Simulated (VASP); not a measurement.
Crystal: Li3SiN2.

```
CELL_PARAMETERS angstrom
2.79862 0.00000 0.00000
0.00000 2.79862 0.00000
0.00000 0.00000 8.47320
ATOMIC_POSITIONS crystal
Li 0.00000 0.00000 0.83907
Li 0.00000 0.00000 0.16093
Li 0.00000 0.00000 0.50000
Si 0.50000 0.50000 0.00000
N 0.50000 0.50000 0.32482
N 0.50000 0.50000 0.67518
```

* Program: VASP 6.6.1
* Task: relaxation of cell and atoms
* Functional: PBE
* Potentials or basis: VASP PAW PBE potentials, release 64 (Li_sv, Si, N)
* Cutoff: 600 eV
* k mesh: 6 × 6 × 2
* Occupations: gaussian, width 0.1 eV
* Spin: collinear spin, ferromagnetic start
* Starting moments: [0.0, 0.0, 0.0, 0.0, 1.0, 1.0] μB

At the start: pressure -6.1 GPa; volume 11.06 Å³/atom.

Task: Where does the relaxation end?

Result: Over 18 steps the energy falls by 742.3 meV/atom and the volume is 11.10 Å³/atom (+0.3 %); space group P4/mmm (No. 123, to 0.05 Å); moment 0.00 μB per cell.

Step by step:
```
step  energy change (eV)  largest force (eV/Å)  pressure (GPa)  volume (Å³)
   1              0.0000                2.7050           -6.12        66.36
   2             -1.2165                2.1079           -6.57        62.34
   3             -3.3304                1.6715            7.04        50.68
   4             -3.8075                1.2376           12.16        53.28
   5             -3.8074                1.2403           12.25        53.29
   6             -4.2497                0.9896            3.02        61.92
   7             -4.2760                0.9426            1.33        64.78
   8             -4.2239                1.8178           -6.51        67.19
   9             -4.3657                0.6639           -2.63        65.80
  10             -4.4380                0.2846            0.23        64.54
  11             -4.4406                0.1927            0.92        64.26
  12             -4.4462                0.1293            1.31        64.93
  13             -4.4462                0.1225            1.29        64.91
  14             -4.4502                0.0625            0.64        65.56
  15             -4.4520                0.0608           -0.08        66.31
  16             -4.4520                0.0635           -0.19        66.43
  17             -4.4527                0.0540           -0.15        66.46
  18             -4.4538                0.0264           -0.03        66.57
```

Final structure:
```
CELL_PARAMETERS angstrom
3.06210 0.00000 0.00000
0.00000 3.06210 0.00000
0.00000 0.00000 7.10018
ATOMIC_POSITIONS crystal
Li 0.00000 0.00000 0.80181
Li 0.00000 0.00000 0.19819
Li 0.00000 0.00000 0.50000
Si 0.50000 0.50000 0.00000
N 0.50000 0.50000 0.23713
N 0.50000 0.50000 0.76287
```

Caveat: the k points lie up to 0.44 Å⁻¹ apart in the final cell; the cutoff is under 1.25 times the usual one of these potentials, so pressure, stress and relaxed cells hold a basis-set (Pulay) error.
